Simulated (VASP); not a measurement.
# Li (Fm-3m) in VASP: further runs, part 2 of 2

VASP 6.6.1. The steps go on from the part before.

### 3 Relaxation of volume and atoms at fixed shape, PBEsol

This run uses another cell than the first one, of 21.59 Å³/atom, 1.074 times its volume.

The input, INCAR:

```
ALGO     = Normal         # electronic algorithm
EDIFF    = 1E-6           # SCF threshold, eV
EDIFFG   = -0.03          # ionic threshold
ENCUT    = 600            # plane-wave cutoff, eV
GGA      = PS             # functional
IBRION   = 2              # ionic algorithm
ISIF     = 8              # what is computed and relaxed
ISMEAR   = 1              # smearing method
LASPH    = T              # aspherical terms in the spheres
LCHARG   = F              # write CHGCAR
LREAL    = F              # projectors in reciprocal space
LWAVE    = F              # write WAVECAR
NELM     = 60             # most SCF steps
NSW      = 60             # ionic steps
PREC     = Accurate       # precision mode
SIGMA    = 0.05           # smearing width, eV
```

The input, KPOINTS:

```
k-points
0
Gamma
  9 9 9
```

The input, POSCAR:

```
Li
1.0
    4.4200000000      0.0000000000      0.0000000000
    0.0000000000      4.4200000000      0.0000000000
    0.0000000000      0.0000000000      4.4200000000
Li
4
Direct
    0.0000000000      0.0000000000      0.0000000000
    0.0000000000      0.5000000000      0.5000000000
    0.5000000000      0.0000000000      0.5000000000
    0.5000000000      0.5000000000      0.0000000000
```

Potentials or basis: VASP PAW PBE potentials, release 64 (Li_sv).

Run with:

```sh
$ cat potpaw_PBE.64/Li_sv/POTCAR > POTCAR
$ mpirun -np 1 vasp_std > vasp.out
```

OUTCAR:

```text
EDIFF = 1E-6
   EDIFFG = -0.03
   ENCUT = 600
   GGA = PS
   IBRION = 2
   ISIF = 8
   ISMEAR = 1
   LASPH = T
   LREAL = F
   NELM = 60
   NSW = 60
   PREC = Accurate

 ion  position               nearest neighbor table
   1  0.000  0.000  0.000-
   2  0.000  0.500  0.500-
   3  0.500  0.000  0.500-
   4  0.500  0.500  0.000-

  LATTYP: Found a simple cubic cell.
 ALAT       =     4.4200000000

  Lattice vectors:

 A1 = (   4.4200000000,   0.0000000000,   0.0000000000)
 A2 = (   0.0000000000,   4.4200000000,   0.0000000000)
 A3 = (   0.0000000000,   0.0000000000,   4.4200000000)

Analysis of symmetry for initial positions (statically):
=====================================================================
 Subroutine PRICEL returns following result:

  LATTYP: Found a face centered cubic cell.
 ALAT       =     4.4200000000

  Lattice vectors:

 A1 = (   2.2100000000,  -2.2100000000,   0.0000000000)
 A2 = (   2.2100000000,   0.0000000000,   2.2100000000)
 A3 = (   0.0000000000,  -2.2100000000,   2.2100000000)

   4 primitive cells build up your supercell.

 Routine SETGRP: Setting up the symmetry group for a
 simple cubic supercell.

 Subroutine GETGRP returns: Found 48 space group operations
 (whereof 48 operations were pure point group operations)
 out of a pool of 48 trial point group operations.

The static configuration has the point symmetry O_h .

Analysis of symmetry for dynamics (positions and initial velocities):
=====================================================================
 Subroutine PRICEL returns following result:

  LATTYP: Found a face centered cubic cell.
 ALAT       =     4.4200000000

  Lattice vectors:

 A1 = (   2.2100000000,  -2.2100000000,   0.0000000000)
 A2 = (   2.2100000000,   0.0000000000,   2.2100000000)
 A3 = (   0.0000000000,  -2.2100000000,   2.2100000000)

   4 primitive cells build up your supercell.

 Routine SETGRP: Setting up the symmetry group for a
 simple cubic supercell.

 Subroutine GETGRP returns: Found 48 space group operations
 (whereof 48 operations were pure point group operations)
 out of a pool of 48 trial point group operations.

The dynamic configuration has the point symmetry O_h .

 Subroutine INISYM returns: Found 48 space group operations
 (whereof 48 operations are pure point group operations),
 and found     4 'primitive' translations

----------------------------------------------------------------------------------------

                                     Primitive cell

  volume of cell :      21.5877

  direct lattice vectors                    reciprocal lattice vectors
     2.210000000 -2.210000000  0.000000000     0.226244344 -0.226244344 -0.226244344
     2.210000000  0.000000000  2.210000000     0.226244344  0.226244344  0.226244344
     0.000000000 -2.210000000  2.210000000    -0.226244344 -0.226244344  0.226244344

  length of vectors
     3.125411973  3.125411973  3.125411973     0.391866699  0.391866699  0.391866699

  position of ions in fractional coordinates (direct lattice)
     0.000000000  0.000000000  0.000000000

  ion indices of the primitive-cell ions
   primitive index   ion index
                 1           1

[... 55 lines left out ...]
   total plane-waves  NPLWV =  46656
   dimension x,y,z NGX =    36 NGY =   36 NGZ =   36
   dimension x,y,z NGXF=    72 NGYF=   72 NGZF=   72
   ions per type =               4
   NGX,Y,Z   is equivalent  to a cutoff of  13.54, 13.54, 13.54 a.u.
   NGXF,Y,Z  is equivalent  to a cutoff of  27.08, 27.08, 27.08 a.u.
 SYSTEM =  unknown system
   PREC   = accura    normal or accurate (medium, high low for compatibility)
   ISTART =      0    job   : 0-new  1-cont  2-samecut
   ICHARG =      2    charge: 1-file 2-atom 10-const
   ISPIN  =      1    spin polarized calculation?
   LNONCOLLINEAR =      F non collinear calculations
   LSORBIT =      F    spin-orbit coupling
   LASPH  =      T    aspherical Exc in radial PAW
   ENCUT  =  600.0 eV  44.10 Ry    6.64 a.u.   8.83  8.83  8.83*2*pi/ulx,y,z
   NELM   =     60;   NELMIN=  2; NELMDL= -5     # of ELM steps
   EDIFF  = 0.1E-05   stopping-criterion for ELM
   LREAL  =      F    real-space projection
   EDIFFG = -.3E-01   stopping-criterion for IOM
   NSW    =     60    number of steps for IOM
   IBRION =      2    ionic relax: 0-MD 1-quasi-New 2-CG
   NFREE  =      1    steps in history (QN), initial steepest desc. (CG)
   ISIF   =      8    stress and relaxation
   ISYM   =      2    0-nonsym 1-usesym 2-fastsym
   POTIM  = 0.5000    time-step for ionic-motion
   TEBEG  =    0.0;   TEEND  =   0.0 temperature during run
   PSTRESS=    0.0 pullay stress
   NELECT =      12.0000    total number of electrons
   NUPDOWN=      -1.0000    fix difference up-down
   EMIN   =  10.00;   EMAX   =-10.00  energy-range for DOS
   EFERMI =   0.00;   METHOD = LEGACY
   ISMEAR =     1;   SIGMA  =   0.05  broadening in eV -4-tet -1-fermi 0-gaus
   EFERMI_NEDOS =   21; number of points for ismear=-14 and -15
   IALGO  =     38    algorithm
   IMIX   =      4    mixing-type and parameters
     AMIX     =   0.40;   BMIX     =  1.00
     AMIX_MAG =   1.60;   BMIX_MAG =  1.00
  volume/ion in A,a.u.               =      21.59       145.68
  Fermi-wavevector in a.u.,A,eV,Ry     =   0.847968  1.602428  9.783274  0.719050
  Thomas-Fermi vector in A             =   1.963558
   LORBIT       =      0    0 simple, 1 ext, 2 COOP (PROOUT), +10 PAW based schemes
   GGA     = PS    functional components
   LHFCALC =     F    Hartree Fock is set to
   AEXX    =    0.0000 exact exchange contribution
   IVDW    =     0    specifies the selected vdW correction
   LEPSILON=     F    determine dielectric tensor
   LRPA    =     F    only Hartree local field effects (RPA)
 conjugate gradient relaxation of ions
 non-spin polarized calculation
 Methfessel and Paxton  Order N= 1 SIGMA  =   0.05
  energy-cutoff  :      600.00
  volume of cell :       86.35
 maximum number of plane-waves:      2904
 NGX is ok and might be reduce to    36
   NGX = 17   NGY = 17   NGZ = 17

--------------------------------------- Ionic step        1  -------------------------------------------

 number of electron      12.0000005 magnetization

 Free energy of the ion-electron system (eV)
  ---------------------------------------------------
  ext. energy  EPLUGINS =         0.00000000
  ---------------------------------------------------
  free energy    TOTEN  =        -7.86489739 eV

  energy without entropy =       -7.86406150  energy(sigma->0) =       -7.86461876

------------------------ aborting loop because EDIFF is reached ----------------------------------------

  FORCE on cell =-STRESS in cart. coord.  units (eV):
  Direction    XX          YY          ZZ          XY          YZ          ZX
  --------------------------------------------------------------------------------------
  -------------------------------------------------------------------------------------
  Total       -0.5136874     -0.5136874     -0.5136874      0.0000000      0.0000000      0.0000000
  in kB       -9.5310928     -9.5310928     -9.5310928      0.0000000      0.0000000      0.0000000
  external PRESSURE =      -9.5310928 kB  Pullay stress =       0.0000000 kB
[... 63 lines left out ...]
--------------------------------------- Ionic step        3  -------------------------------------------

 number of electron      11.9999953 magnetization

 Free energy of the ion-electron system (eV)
  ---------------------------------------------------
  ext. energy  EPLUGINS =         0.00000000
  ---------------------------------------------------
  free energy    TOTEN  =        -7.88610901 eV

  energy without entropy =       -7.88488657  energy(sigma->0) =       -7.88570153

 E-fermi :   0.6613     XC(G=0):  -7.0428

 val. band max:        0.6581977963   @ k =   0.4444   0.4444   0.4444
 cond. band min:       0.7155703428   @ k =   0.2222   0.0000   0.0000
 fundamental gap:      0.0573725465
 Fermi energy:         0.6613490858

 k-point     1 :       0.0000    0.0000    0.0000
  band No.  band energies     occupation
      1     -45.2375      2.00000
      2     -45.2113      2.00000
      3     -45.2113      2.00000
      4     -45.2113      2.00000
      5      -2.9168      2.00000
      6       2.1911      0.00000
      7       2.1911      0.00000
      8       2.1911      0.00000
      9       5.3998      0.00000
     10       5.3998      0.00000
[... 287 lines left out ...]
 k-point    24 :       0.4444    0.3333    0.1111
  band No.  band energies     occupation
      1     -45.2224      2.00000
      2     -45.2192      2.00000
      3     -45.2151      2.00000
      4     -45.2141      2.00000
      5      -0.9938      2.00000
      6      -0.3232      2.00000
      7       0.9879     -0.00000
      8       1.5888     -0.00000
      9       4.3201      0.00000
     10       5.0526      0.00000

 [... further k-points ...]
[... 5 lines left out ...]
  --------------------------------------------------------------------------------------
  -------------------------------------------------------------------------------------
  Total       -0.0577358     -0.0577358     -0.0577358      0.0000000      0.0000000      0.0000000
  in kB       -1.1524170     -1.1524170     -1.1524170      0.0000000      0.0000000      0.0000000
  external PRESSURE =      -1.1524170 kB  Pullay stress =       0.0000000 kB
[... 19 lines left out ...]
  FREE ENERGIE OF THE ION-ELECTRON SYSTEM (eV)
  ---------------------------------------------------
  free  energy   TOTEN  =        -7.8861090074 eV

  energy  without entropy=       -7.8848865702  energy(sigma->0) =       -7.88570153

 reached required accuracy - stopping structural energy minimisation
```

It took 51 s on 1 thread of Intel Xeon 6975P-C, shared host; peak memory 0.21 GiB.

Results:

- Free energy: -7.8861 eV
- Relaxed volume: 20.07 Å³/atom
- Relaxed cell: a = 4.314 Å, b = 4.314 Å, c = 4.314 Å, α = 90.00°, β = 90.00°, γ = 90.00°
- Space group after relaxing (to 0.05 Å): Fm-3m (No. 225)
- Energy gained by relaxing: 5.3 meV/atom
- Ionic steps: 3
- Pressure after relaxing: -0.1 GPa
- Band gap on the k mesh: zero (band 6 reaches 2.19 eV, above the bottom of band 7 at 0.13 eV)

Step by step:
```tsv
step	energy change (eV)	largest force (eV/Å)	pressure (GPa)	volume (Å³)
1	0.0000	0.0000	-0.95	86.35
2	-0.0085	0.0000	-0.76	84.76
3	-0.0212	0.0000	-0.12	80.27
```

Final structure:
```xyz
4
Lattice="4.3137 0.0000 0.0000 0.0000 4.3137 0.0000 0.0000 0.0000 4.3137" Properties=species:S:1:pos:R:3 pbc="T T T"
Li    0.0000    0.0000    0.0000
Li    0.0000    2.1568    2.1568
Li    2.1568    0.0000    2.1568
Li    2.1568    2.1568    0.0000
```

Levels at points of the mesh, in eV from the Fermi level:
```csv
k point,band 2,band 3,band 4,band 5,band 6,band 7,band 8,band 9,band 10
"(0.00, 0.00, 0.00)",-45.87,-45.87,-45.87,-3.58,1.53,1.53,1.53,4.74,4.74
```

Caveat: the cutoff is under 1.25 times the usual one of these potentials, so pressure, stress and relaxed cells hold a basis-set (Pulay) error; the PAW data sets were made with another functional, which shifts forces and pressure a little.
